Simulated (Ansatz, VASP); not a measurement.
Rh in VASP and in Ansatz

```
Rh
1.0
     2.73098    0.00000    0.00000
    -1.36549    2.36510    0.00000
     0.00000    0.00000    4.42849
Rh
2
Direct
  0.66667 0.33333 0.75000
  0.33333 0.66667 0.25000
```

Alike in both runs: task single point; functional LDA; k mesh 3 × 3 × 1; occupations gaussian, width 0.1 eV; no spin polarisation.

```csv
,VASP,Ansatz
version,VASP 6.6.1,Ansatz 0.2.0
potentials or method,"VASP PAW LDA potentials, release 64 (Rh_sv_GW), cutoff 620 eV","scalar-relativistic, plane waves, PAW"
valence electrons in the cell,34,34
```

|  | VASP | Ansatz | Ansatz less VASP |
| --- | --- | --- | --- |
| gap on the k mesh at the Fermi level (eV) | none | none | - |
| pressure (GPa) | -9.7 | -10.2 | -0.46 |
| traceless stress, the component that is largest in VASP (GPa) | -35.38 | -35.39 | -0.016 |

LDA's correlation is that of Perdew and Zunger in VASP and of Perdew and Wang (1992) in Ansatz. A gap of «none» marks a metal or a gap that the smearing closes.

The k mesh is coarse, so the values compare programs but aren't converged.
